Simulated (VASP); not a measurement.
# InAs in VASP: further runs, part 2 of 2

VASP 6.6.1. Earlier steps stand in the parts before.

**3. Single point, PBE, collinear spin**

This run uses another cell than the first one.

File INCAR:

```
ALGO     = Normal         # electronic algorithm
EDIFF    = 1E-6           # SCF threshold, eV
ENCUT    = 520            # plane-wave cutoff, eV
GGA      = PE             # functional
ISIF     = 2              # what is computed and relaxed
ISMEAR   = 0              # smearing method
ISPIN    = 2              # spin polarisation
LASPH    = T              # aspherical terms in the spheres
LCHARG   = T              # write CHGCAR
LELF     = T              # ELF
LORBIT   = 11             # projections on sites
LREAL    = F              # projectors in reciprocal space
LVHAR    = T            
LWAVE    = F              # write WAVECAR
MAGMOM   = 0.5 0.5        # initial moments
NBANDS   = 20             # bands
NELM     = 150            # most SCF steps
PREC     = Accurate       # precision mode
SIGMA    = 0.05           # smearing width, eV
```

File KPOINTS:

```
k-points
0
Gamma
  1 1 14
```

File POSCAR:

```
InAs
1.0
    9.0000000000      0.0000000000      0.0000000000
    0.0000000000      9.3000000000      0.0000000000
    0.0000000000      0.0000000000      5.1021956933
In As
1 1
Direct
    0.5000000000      0.5000000000      0.0000000000
    0.5000000000      0.5000000000      0.5000000000
```

Potentials or basis: VASP PAW PBE potentials, release 64 (In_d, As).

Command:

```
$ cat potpaw_PBE.64/In_d/POTCAR potpaw_PBE.64/As/POTCAR > POTCAR
$ mpirun -np 1 vasp_std > vasp.out
```

OUTCAR:

```text
EDIFF = 1E-6
   ENCUT = 520
   GGA = PE
   ISIF = 2
   ISMEAR = 0
   ISPIN = 2
   LASPH = T
   LORBIT = 11
   LREAL = F
   NELM = 150
   PREC = Accurate

 ion  position               nearest neighbor table
   1  0.500  0.500  0.000-   2 2.55   2 2.55
   2  0.500  0.500  0.500-   1 2.55   1 2.55

  LATTYP: Found a simple orthorhombic cell.
 ALAT       =     5.1021956933
 B/A-ratio  =     1.7639464538
 C/A-ratio  =     1.8227446690

  Lattice vectors:

 A1 = (   0.0000000000,   0.0000000000,   5.1021956933)
 A2 = (   9.0000000000,   0.0000000000,   0.0000000000)
 A3 = (   0.0000000000,   9.3000000000,   0.0000000000)

Analysis of symmetry for initial positions (statically):
=====================================================================
 Subroutine PRICEL returns:
 Original cell was already a primitive cell.

 Routine SETGRP: Setting up the symmetry group for a
[... 363 lines left out ...]
  band No.  band energies     occupation
      1     -18.3795      1.00000
      2     -18.1105      1.00000
      3     -18.1104      1.00000
      4     -18.0725      1.00000
      5     -18.0724      1.00000
      6     -13.1211      1.00000
[... 173 lines left out ...]
     19       3.6439      0.00000
     20       3.6949      0.00000

------------------------ aborting loop because EDIFF is reached ----------------------------------------

  FORCE on cell =-STRESS in cart. coord.  units (eV):
  Direction    XX          YY          ZZ          XY          YZ          ZX
  --------------------------------------------------------------------------------------
  -------------------------------------------------------------------------------------
  Total        0.0443832      0.0298199      0.0397503      0.0000000      0.0000000     -0.0000000
  in kB        0.1665123      0.1118752      0.1491313      0.0000000      0.0000000     -0.0000000
  external PRESSURE =       0.1425063 kB  Pullay stress =       0.0000000 kB

 VOLUME and BASIS-vectors are now :
 -----------------------------------------------------------------------------
  energy-cutoff  :      520.00
  volume of cell :      427.05
      direct lattice vectors                 reciprocal lattice vectors
     9.000000000  0.000000000  0.000000000     0.111111111  0.000000000  0.000000000
     0.000000000  9.300000000  0.000000000     0.000000000  0.107526882  0.000000000
     0.000000000  0.000000000  5.102195693     0.000000000  0.000000000  0.195994050

 POSITION                                       TOTAL-FORCE (eV/Angst)
 -----------------------------------------------------------------------------------
      4.50000      4.65000      0.00000         0.000000      0.000000      0.000000
      4.50000      4.65000      2.55110         0.000000      0.000000      0.000000
 -----------------------------------------------------------------------------------
    total drift:                                0.000000      0.000000      0.000000

  FREE ENERGIE OF THE ION-ELECTRON SYSTEM (eV)
  ---------------------------------------------------
  free  energy   TOTEN  =        -5.1198477172 eV

  energy  without entropy=       -5.1197440061  energy(sigma->0) =       -5.11979586

 total charge

# of ion       s       p       d       tot
------------------------------------------
    1        1.026   0.457   9.849  11.332
    2        1.276   1.407   0.012   2.695
--------------------------------------------------
tot          2.302   1.864   9.862  14.027

 magnetization (x)

# of ion       s       p       d       tot
------------------------------------------
    1       -0.007  -0.020   0.011  -0.016
    2        0.005   0.305  -0.000   0.310
--------------------------------------------------
tot         -0.003   0.285   0.011   0.294
```

OSZICAR:

```text
N       E                     dE             d eps       ncg     rms          rms(c)
DAV:   1     0.107995810108E+03    0.10800E+03   -0.57589E+03   680   0.577E+02
DAV:   2     0.535375826462E+01   -0.10264E+03   -0.99363E+02   772   0.163E+02
[... 13 lines left out ...]
DAV:  16    -0.511968747406E+01   -0.85018E-04   -0.92670E-06   680   0.218E-02    0.506E-03
DAV:  17    -0.511977933524E+01   -0.91861E-04   -0.64694E-06   648   0.117E-02    0.208E-03
DAV:  18    -0.511983135136E+01   -0.52016E-04   -0.62648E-06   640   0.901E-03    0.119E-03
DAV:  19    -0.511984091129E+01   -0.95599E-05   -0.10810E-06   592   0.460E-03    0.929E-04
DAV:  20    -0.511984703361E+01   -0.61223E-05   -0.10030E-06   584   0.374E-03    0.283E-04
DAV:  21    -0.511984771718E+01   -0.68357E-06   -0.12199E-07   576   0.103E-03
   1 F= -.51198477E+01 E0= -.51197959E+01  d E =-.103711E-03  mag=     0.7143
```

It took 2.9 min on 1 thread of AMD EPYC 9R14 (Zen 4), shared host; peak memory 0.59 GiB.

What came out:

```yaml
Free_energy: -5.1198 eV
Net_moment: 0.71 μB per cell
Site_moments: In -0.02; As +0.31 μB
Valence_electrons_inside_the_program's_atomic_spheres: In 11.33; As 2.69
```

Caveat: spin-orbit coupling is left out, which moves the levels of the heavy elements.

**4. Single point, PBE, collinear spin**

This run uses another cell than the first one.

File INCAR:

```
SYSTEM = InAs
PREC = Accurate
ENCUT = 520
EDIFF = 1E-6
ISMEAR = 0
SIGMA = 0.05
LREAL = .FALSE.
LASPH = .TRUE.
NELM = 150
ALGO = Normal
ISIF = 2
LWAVE = .FALSE.
LCHARG = .FALSE.
ISPIN = 2
MAGMOM = 0.5 0.5
LORBIT = 11
GGA = PE
NBANDS = 20
```

File KPOINTS:

```
regular mesh
0
G
  1 1 14
  0 0 0
```

File POSCAR:

```
InAs
1.0
    9.0000000000      0.0000000000      0.0000000000
    0.0000000000      9.3000000000      0.0000000000
    0.0000000000      0.0000000000      5.1068512441
In As
1 1
Direct
    0.5000000000      0.5000000000     -0.0175088542
    0.5000000000      0.5000000000      0.4825088542
```

Command:

```
$ cat potpaw_PBE.64/In_d/POTCAR potpaw_PBE.64/As/POTCAR > POTCAR
$ mpirun -np 1 vasp_std > vasp.out
```

Run time: 3 min. Hardware: 1 thread of AMD EPYC 9R14 (Zen 4), shared host; peak memory 0.58 GiB.

The run converged. Its results:

```yaml
Free_energy: -5.1199 eV
Net_moment: 0.71 μB per cell
Site_moments: In -0.02; As +0.31 μB
Valence_electrons_inside_the_program's_atomic_spheres: In 11.33; As 2.69
```

Levels at points of the mesh, in eV from the Fermi level:
Spin up:
| k point | band 7 | band 8 | band 9 | band 10 | band 11 | band 12 |
| --- | --- | --- | --- | --- | --- | --- |
| (0.00, 0.00, 0.00) | -2.72 | -2.13 | -1.01 | -1.01 | 3.82 | 3.95 |
| (0.00, 0.00, 0.50) | -5.45 | -0.26 | -0.25 | 1.95 | 1.95 | 4.03 |
Spin down:
| k point | band 5 | band 6 | band 7 | band 8 | band 9 | band 10 | band 11 | band 12 | band 13 | band 14 |
| --- | --- | --- | --- | --- | --- | --- | --- | --- | --- | --- |
| (0.00, 0.00, 0.00) | -14.39 | -9.43 | -2.54 | -2.05 | -0.54 | -0.54 | 3.90 | 4.14 | 4.15 | 5.07 |
| (0.00, 0.00, 0.50) | -14.40 | -9.39 | -5.40 | 0.37 | 0.38 | 1.95 | 1.96 | 4.16 | 5.07 | 5.75 |

Caveat: spin-orbit coupling is left out, which moves the levels of the heavy elements.

**5. Summary**

| cell | gap on the mesh (eV) | moment (μB) |
| --- | --- | --- |
| a = 9.000, b = 9.300, c = 4.822 Å, 2 atoms | none | 0.61 |
| a = 9.000, b = 9.300, c = 5.102 Å, 2 atoms | none | 0.71 |
| a = 9.000, b = 9.300, c = 5.107 Å, 2 atoms | none | 0.71 |

Alike in all rows: task single point; level PBE; potentials or basis VASP PAW PBE potentials, release 64 (In_d, As); spin collinear; k mesh 1 × 1 × 14; cutoff (eV) 520; smearing gaussian 0.05 eV.

Caveats: spin-orbit coupling is left out, which moves the levels of the heavy elements.

Total energies depend on the potentials used, so only differences within one code and one set of settings carry meaning.
